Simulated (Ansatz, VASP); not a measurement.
**Two plane-wave programs on HgTe**

File INCAR:

```
SYSTEM = HgTe
  PREC = Accurate
  ENCUT = 500
  EDIFF = 1E-6
  ISMEAR = 0
  SIGMA = 0.05
  LREAL = .FALSE.
  LASPH = .TRUE.
  NELM = 120
  ALGO = Normal
  ISIF = 2
  LWAVE = .FALSE.
  LCHARG = .FALSE.
  GGA = B5
  ALDAX = 1.0
  AGGAX = 1.0
  AGGAC = 1.0
  ALDAC = 0.0
  NBANDS = 16
  GGA_COMPAT = .FALSE.
```

Contents of KPOINTS:

```
Automatic mesh
0
G
  6 6 6
  0 0 0
```

Contents of POSCAR:

```
HgTe
1.0
    0.0000000000      3.4014292928      3.4014292928
    3.4014292928      0.0000000000      3.4014292928
    3.4014292928      3.4014292928      0.0000000000
Hg Te
1 1
Direct
    0.0000000000      0.0000000000      0.0000000000
    0.2500000000      0.2500000000      0.2500000000
```

Input for Ansatz:

```yaml
crystal:
  lattice:
    - [0.0, 3.4014292928, 3.4014292928]
    - [3.4014292928, 0.0, 3.4014292928]
    - [3.4014292928, 3.4014292928, 0.0]
  atoms:
    - { symbol: Hg, position: [0.0, 0.0, 0.0] }
    - { symbol: Te, position: [0.25, 0.25, 0.25] }
basis:
  ecutwfc: 420
  ecutrho_ratio: 4
kpoints:
  mp_grid: { grid: [6, 6, 6] }
hamiltonian:
  xc: blyp
scf:
  occupations: { method: gaussian, width: 0.05 }
output:
  forces: true
  stress: true
  eigenvalues: true
```

Alike in both runs: task single point; functional BLYP; k mesh 6 × 6 × 6; occupations gaussian, width 0.05 eV; no spin polarisation.

|  | VASP | Ansatz |
| --- | --- | --- |
| version | VASP 6.6.1 | Ansatz 0.2.0 |
| potentials or method | VASP PAW PBE potentials, release 64 (Hg, Te), cutoff 500 eV | scalar-relativistic, plane waves, PAW |
| valence electrons in the cell | 18 | 36 |

|  | VASP | Ansatz | Ansatz less VASP |
| --- | --- | --- | --- |
| gap on the k mesh at the Fermi level (eV) | none | none | - |
| pressure (GPa) | 0.6 | 0.4 | -0.16 |

VASP's potentials were made for PBE, not for BLYP. A gap of «none» marks a metal or a gap that the smearing closes. VASP's potentials hold 18 valence electrons a cell and Ansatz's 36, so a difference there can come from the potentials and not from the codes.

Neither program's run includes spin-orbit coupling.
